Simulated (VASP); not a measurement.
# Sc (Fm-3m) in VASP: single point with PBE

Aim: the single point of Sc with PBE.

Everything below comes from runs of VASP 6.6.1. Logs are shortened: lines on timing, memory, paths and dates and some standing lists are left out, and cuts for length are marked.

### 1 The cell of the first run

Symmetry: Fm-3m, No. 225, cubic system. The conventional cell has a = 4.636 Å, b = 4.636 Å, c = 4.636 Å, α = 90.00°, β = 90.00°, γ = 90.00°. Sc (site symmetry m-3m) has 12 Sc at 3.28 Å within 4.3 Å.

### 2 Single point, PBE

The input, INCAR:

```
  PREC = Accurate
  ENCUT = 520
  EDIFF = 1E-7
  ISMEAR = 0
  SIGMA = 0.05
  LREAL = False
  LASPH = True
  NELM = 80
  ALGO = Normal
  ISIF = 2
  LWAVE = False
  LCHARG = False
  GGA = PE
  NBANDS = 12
```

The input, KPOINTS:

```
Automatic mesh
0
Gamma
  8 8 8
```

The input, POSCAR:

```
Sc
1.0
    0.0000000000      2.3180609578      2.3180609578
    2.3180609578      0.0000000000      2.3180609578
    2.3180609578      2.3180609578      0.0000000000
Sc
1
Direct
    0.0000000000      0.0000000000      0.0000000000
```

Potentials or basis: VASP PAW PBE potentials, release 64 (Sc_sv).

Started as:

```bash
> cat potpaw_PBE.64/Sc_sv/POTCAR > POTCAR
> mpirun -np 1 vasp_std > vasp.out
```

OUTCAR:

```text
PREC = Accurate
   ENCUT = 520
   EDIFF = 1E-7
   ISMEAR = 0
   LREAL = False
   LASPH = True
   NELM = 80
   ISIF = 2
   GGA = PE

 ion  position               nearest neighbor table
   1  0.000  0.000  0.000-

  LATTYP: Found a face centered cubic cell.
 ALAT       =     4.6361219156

  Lattice vectors:

 A1 = (   0.0000000000,   2.3180609578,   2.3180609578)
 A2 = (   2.3180609578,   0.0000000000,   2.3180609578)
 A3 = (   2.3180609578,   2.3180609578,   0.0000000000)

Analysis of symmetry for initial positions (statically):
=====================================================================
 Subroutine PRICEL returns:
 Original cell was already a primitive cell.

 Routine SETGRP: Setting up the symmetry group for a
 face centered cubic supercell.

 Subroutine GETGRP returns: Found 48 space group operations
 (whereof 48 operations were pure point group operations)
 out of a pool of 48 trial point group operations.

The static configuration has the point symmetry O_h .

Analysis of symmetry for dynamics (positions and initial velocities):
=====================================================================
 Subroutine PRICEL returns:
 Original cell was already a primitive cell.

 Routine SETGRP: Setting up the symmetry group for a
 face centered cubic supercell.

 Subroutine GETGRP returns: Found 48 space group operations
 (whereof 48 operations were pure point group operations)
 out of a pool of 48 trial point group operations.

The dynamic configuration has the point symmetry O_h .

 Subroutine INISYM returns: Found 48 space group operations
 (whereof 48 operations are pure point group operations),
 and found     1 'primitive' translations

----------------------------------------------------------------------------------------

                                     Primitive cell

  volume of cell :      24.9118

  direct lattice vectors                    reciprocal lattice vectors
     0.000000000  2.318060958  2.318060958    -0.215697520  0.215697520  0.215697520
     2.318060958  0.000000000  2.318060958     0.215697520 -0.215697520  0.215697520
     2.318060958  2.318060958  0.000000000     0.215697520  0.215697520 -0.215697520

  length of vectors
     3.278233245  3.278233245  3.278233245     0.373599064  0.373599064  0.373599064

  position of ions in fractional coordinates (direct lattice)
     0.000000000  0.000000000  0.000000000

  ion indices of the primitive-cell ions
   primitive index   ion index
                 1           1

----------------------------------------------------------------------------------------

 KPOINTS: Automatic mesh

Automatic generation of k-mesh.
 Grid dimensions read from file:
 generate k-points for:    8    8    8

 Generating k-lattice:

  Cartesian coordinates                     Fractional coordinates (reciprocal lattice)
    -0.026962190  0.026962190  0.026962190     0.125000000  0.000000000  0.000000000
     0.026962190 -0.026962190  0.026962190     0.000000000  0.125000000  0.000000000
     0.026962190  0.026962190 -0.026962190     0.000000000  0.000000000  0.125000000

  Length of vectors
     0.046699883  0.046699883  0.046699883

  Shift w.r.t. Gamma in fractional coordinates (k-lattice)
     0.000000000  0.000000000  0.000000000

 Subroutine IBZKPT returns following result:
 ===========================================

 Found     29 irreducible k-points:

 Following reciprocal coordinates:
            Coordinates               Weight
  0.000000  0.000000  0.000000      1.000000
  0.125000  0.000000  0.000000      8.000000
  0.250000  0.000000  0.000000      8.000000
  0.375000  0.000000  0.000000      8.000000
  0.500000  0.000000  0.000000      4.000000
  0.125000  0.125000  0.000000      6.000000
[... 16 lines left out ...]
  0.500000  0.250000  0.125000     48.000000
 -0.375000  0.250000  0.125000     24.000000
 [... further k-points ...]
   k-points           NKPTS =     29   k-points in BZ     NKDIM =     29   number of bands    NBANDS=     12
   number of dos      NEDOS =    301   number of ions     NIONS =      1
   total plane-waves  NPLWV =  13824
   dimension x,y,z NGX =    24 NGY =   24 NGZ =   24
   dimension x,y,z NGXF=    48 NGYF=   48 NGZF=   48
   ions per type =               1
   NGX,Y,Z   is equivalent  to a cutoff of  12.17, 12.17, 12.17 a.u.
   NGXF,Y,Z  is equivalent  to a cutoff of  24.34, 24.34, 24.34 a.u.
 SYSTEM =  unknown system
   PREC   = accura    normal or accurate (medium, high low for compatibility)
   ISTART =      0    job   : 0-new  1-cont  2-samecut
   ICHARG =      2    charge: 1-file 2-atom 10-const
   ISPIN  =      1    spin polarized calculation?
   LNONCOLLINEAR =      F non collinear calculations
   LSORBIT =      F    spin-orbit coupling
   LASPH  =      T    aspherical Exc in radial PAW
   ENCUT  =  520.0 eV  38.22 Ry    6.18 a.u.   6.10  6.10  6.10*2*pi/ulx,y,z
   NELM   =     80;   NELMIN=  2; NELMDL= -5     # of ELM steps
   EDIFF  = 0.1E-06   stopping-criterion for ELM
   LREAL  =      F    real-space projection
   EDIFFG = 0.1E-05   stopping-criterion for IOM
   NSW    =      0    number of steps for IOM
   IBRION =     -1    ionic relax: 0-MD 1-quasi-New 2-CG
   NFREE  =      0    steps in history (QN), initial steepest desc. (CG)
   ISIF   =      2    stress and relaxation
   ISYM   =      2    0-nonsym 1-usesym 2-fastsym
   POTIM  = 0.5000    time-step for ionic-motion
   TEBEG  =    0.0;   TEEND  =   0.0 temperature during run
   PSTRESS=    0.0 pullay stress
   NELECT =      11.0000    total number of electrons
   NUPDOWN=      -1.0000    fix difference up-down
   EMIN   =  10.00;   EMAX   =-10.00  energy-range for DOS
   EFERMI =   0.00;   METHOD = LEGACY
   ISMEAR =     0;   SIGMA  =   0.05  broadening in eV -4-tet -1-fermi 0-gaus
   EFERMI_NEDOS =   21; number of points for ismear=-14 and -15
   IALGO  =     38    algorithm
   IMIX   =      4    mixing-type and parameters
     AMIX     =   0.40;   BMIX     =  1.00
     AMIX_MAG =   1.60;   BMIX_MAG =  1.00
  volume/ion in A,a.u.               =      24.91       168.11
  Fermi-wavevector in a.u.,A,eV,Ry     =   1.246630  2.355789 21.144625  1.554086
  Thomas-Fermi vector in A             =   2.380799
   LORBIT       =      0    0 simple, 1 ext, 2 COOP (PROOUT), +10 PAW based schemes
   GGA     = PE    functional components
   LHFCALC =     F    Hartree Fock is set to
   AEXX    =    0.0000 exact exchange contribution
   IVDW    =     0    specifies the selected vdW correction
   LEPSILON=     F    determine dielectric tensor
   LRPA    =     F    only Hartree local field effects (RPA)
 non-spin polarized calculation
 Gauss-broadening in eV      SIGMA  =   0.05
  energy-cutoff  :      520.00
  volume of cell :       24.91
 maximum number of plane-waves:       692
   NGX = 13   NGY = 13   NGZ = 13

 number of electron      11.0000001 magnetization

 Free energy of the ion-electron system (eV)
  ---------------------------------------------------
  ext. energy  EPLUGINS =         0.00000000
  ---------------------------------------------------
  free energy    TOTEN  =        -6.19764575 eV

  energy without entropy =       -6.19328540  energy(sigma->0) =       -6.19546558

 E-fermi :   3.7007     XC(G=0):  -9.8334

 val. band max:        3.6666955665   @ k =   0.5000   0.1250   0.0000
 cond. band min:       3.7236485928   @ k =  -0.2500   0.3750   0.1250
 fundamental gap:      0.0569530264
 Fermi energy:         3.7006744445

 k-point     1 :       0.0000    0.0000    0.0000
  band No.  band energies     occupation
      1     -45.7916      2.00000
      2     -24.2139      2.00000
      3     -24.2139      2.00000
      4     -24.2139      2.00000
      5      -1.4923      2.00000
      6       5.2406      0.00000
      7       5.2406      0.00000
      8       5.2406      0.00000
      9       6.5971      0.00000
     10       6.5971      0.00000
     11      16.1224      0.00000
     12      19.4704      0.00000

 k-point     2 :       0.1250    0.0000    0.0000
  band No.  band energies     occupation
      1     -45.7834      2.00000
      2     -24.2710      2.00000
      3     -24.2213      2.00000
      4     -24.2213      2.00000
      5      -1.1057      2.00000
      6       4.9693      0.00000
      7       5.3678      0.00000
      8       5.3678      0.00000
      9       6.5185      0.00000
     10       6.5185      0.00000
     11      16.2682      0.00000
     12      17.3299      0.00000

 k-point     3 :       0.2500    0.0000    0.0000
  band No.  band energies     occupation
      1     -45.7635      2.00000
      2     -24.4066      2.00000
      3     -24.2391      2.00000
      4     -24.2391      2.00000
      5      -0.0533      2.00000
      6       4.4076      0.00000
      7       5.4429      0.00000
      8       5.4429      0.00000
      9       6.6434      0.00000
     10       6.6434      0.00000
     11      13.9510      0.00000
     12      16.6998      0.00000
[... 286 lines left out ...]
 k-point    23 :       0.5000    0.2500    0.1250
  band No.  band energies     occupation
      1     -45.7327      2.00000
      2     -24.5101      2.00000
      3     -24.3498      2.00000
      4     -24.2837      2.00000
      5       2.0175      2.00000
      6       3.7346      0.33702
      7       4.5007      0.00000
      8       5.9019      0.00000
      9       6.9391      0.00000
     10       8.0351      0.00000
     11      11.6899      0.00000
     12      14.2828      0.00000

 k-point    24 :      -0.3750    0.2500    0.1250
  band No.  band energies     occupation
      1     -45.7260      2.00000
      2     -24.5404      2.00000
      3     -24.3629      2.00000
      4     -24.2953      2.00000
      5       2.7793      2.00000
      6       3.3748      2.00000
      7       4.4915      0.00000
      8       5.7762      0.00000
      9       7.3358      0.00000
     10       8.6044      0.00000
     11      10.1147      0.00000
     12      14.6478      0.00000

 [... further k-points ...]

------------------------ aborting loop because EDIFF is reached ----------------------------------------

  FORCE on cell =-STRESS in cart. coord.  units (eV):
  Direction    XX          YY          ZZ          XY          YZ          ZX
  --------------------------------------------------------------------------------------
  -------------------------------------------------------------------------------------
  Total       -0.0721380     -0.0721380     -0.0721380     -0.0000000     -0.0000000      0.0000000
  in kB       -4.6394876     -4.6394876     -4.6394876     -0.0000000     -0.0000000      0.0000000
  external PRESSURE =      -4.6394876 kB  Pullay stress =       0.0000000 kB

 VOLUME and BASIS-vectors are now :
 -----------------------------------------------------------------------------
  energy-cutoff  :      520.00
  volume of cell :       24.91
      direct lattice vectors                 reciprocal lattice vectors
     0.000000000  2.318060958  2.318060958    -0.215697520  0.215697520  0.215697520
     2.318060958  0.000000000  2.318060958     0.215697520 -0.215697520  0.215697520
     2.318060958  2.318060958  0.000000000     0.215697520  0.215697520 -0.215697520

 POSITION                                       TOTAL-FORCE (eV/Angst)
 -----------------------------------------------------------------------------------
      0.00000      0.00000      0.00000        -0.000000      0.000000      0.000000
 -----------------------------------------------------------------------------------
    total drift:                               -0.000000      0.000000     -0.000000

  FREE ENERGIE OF THE ION-ELECTRON SYSTEM (eV)
  ---------------------------------------------------
  free  energy   TOTEN  =        -6.1976457511 eV

  energy  without entropy=       -6.1932854022  energy(sigma->0) =       -6.19546558
```

Run time: 7.3 s. Hardware: 1 thread of AMD EPYC 7R13 (Zen 3), shared host; peak memory 0.11 GiB.

Results:

```yaml
Free_energy: -6.1976 eV
Pressure: -0.5 GPa
```
